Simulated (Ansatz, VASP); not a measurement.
## Ta3As4: VASP beside Ansatz

```xyz
7
Lattice="-3.2897 3.2897 3.2897 3.2897 -3.2897 3.2897 3.2897 3.2897 -3.2897" Properties=species:S:1:pos:R:3 pbc="T T T"
Ta    3.2897    0.0000    0.0000
Ta    0.0000    3.2897    0.0000
Ta    0.0000    0.0000    3.2897
As    1.6449    1.6449    1.6449
As    1.6449    1.6449   -1.6449
As    1.6449   -1.6449    1.6449
As   -1.6449    1.6449    1.6449
```

Alike in both runs: task relaxation of cell and atoms; functional PBE; k mesh 4 × 4 × 4; occupations gaussian, width 0.1 eV; no spin polarisation.

|  | VASP | Ansatz |
| --- | --- | --- |
| version | VASP 6.6.1 | Ansatz 0.2.0 |
| potentials or method | VASP PAW PBE potentials, release 64 (Ta_pv, As), cutoff 600 eV | scalar-relativistic, plane waves, PAW |
| valence electrons in the cell | 53 | 99 |

```csv
,VASP,Ansatz,Ansatz less VASP
"gap on the k mesh at the Fermi level, each at its own relaxed structure (eV)",none,none,-
relaxed volume (Å³/atom),18.59,18.51,-0.075
relaxed length of the cell vector where the two differ most in proportion (Å),5.529,5.521,-0.0074
```

A gap of «none» marks a metal or a gap that the smearing closes. VASP's potentials hold 53 valence electrons a cell and Ansatz's 99, so a difference there can come from the potentials and not from the codes.

Spin-orbit coupling is off throughout.
